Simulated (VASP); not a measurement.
Write the native input for VASP 6.6.1 that does the following.

- Task: single point
- Functional: PBEsol
- Potentials or basis: VASP PAW PBE potentials, release 64 (Ba_sv, Ti_sv, O)
- Cutoff: 520 eV
- k mesh: 7 × 7 × 7
- Occupations: fermi-dirac, width 0.05 eV
- Spin: no spin polarisation
- Dipole correction: no
- Further INCAR settings: ALGO = Normal; EDIFF = 1e-06; NBANDS = 28

The structure of BaTiO3 lies in POSCAR:

```
BaTiO3
1.0
    3.9852315372      0.0043952060      0.0039239248
    0.0047819163      3.9923692195      0.0048274696
    0.0049003912      0.0048525857      3.9888224700
Ba Ti O
1 1 3
Direct
   -0.0059075832      0.9935326986      0.9938109736
    0.4834194512      0.4821648460      0.4827837703
    0.5055544141      0.5058474644      1.0119886284
    0.5054385048      1.0124708861      0.5055829221
    1.0114952232      0.5059841049      0.5058336956
```

These files were run (other wordings do the same):

INCAR

```
ALGO     = Normal         # electronic algorithm
EDIFF    = 1E-6           # SCF threshold, eV
ENCUT    = 520            # plane-wave cutoff, eV
GGA      = PS             # functional
ISIF     = 2              # what is computed and relaxed
ISMEAR   = -1             # smearing method
LASPH    = T              # aspherical terms in the spheres
LCHARG   = F              # write CHGCAR
LREAL    = F              # projectors in reciprocal space
LWAVE    = F              # write WAVECAR
NBANDS   = 28             # bands
NELM     = 100            # most SCF steps
PREC     = Accurate       # precision mode
SIGMA    = 0.05           # smearing width, eV
```

KPOINTS

```
k-points
0
Gamma
  7 7 7
```

Potentials or basis: VASP PAW PBE potentials, release 64 (Ba_sv, Ti_sv, O).

The run is started by

```bash
$ cat potpaw_PBE.64/Ba_sv/POTCAR potpaw_PBE.64/Ti_sv/POTCAR potpaw_PBE.64/O/POTCAR > POTCAR
$ mpirun -np 1 vasp_std > vasp.out
```

It gave:

```
Pressure               : 2.0 GPa
Largest force          : 0.055 eV/Å
Band gap on the k mesh : 2.31 eV (least direct gap 2.60 eV)
```

Caveat: the PAW data sets were made with another functional, which shifts forces and pressure a little; spin-orbit coupling is left out, which moves the levels of the heavy elements; an odd mesh through Γ misses points on the zone boundary, where band edges can lie.

It took 5.1 min on 1 thread of Intel Xeon 8259CL, with other jobs on the host, peak memory 0.4 GiB.
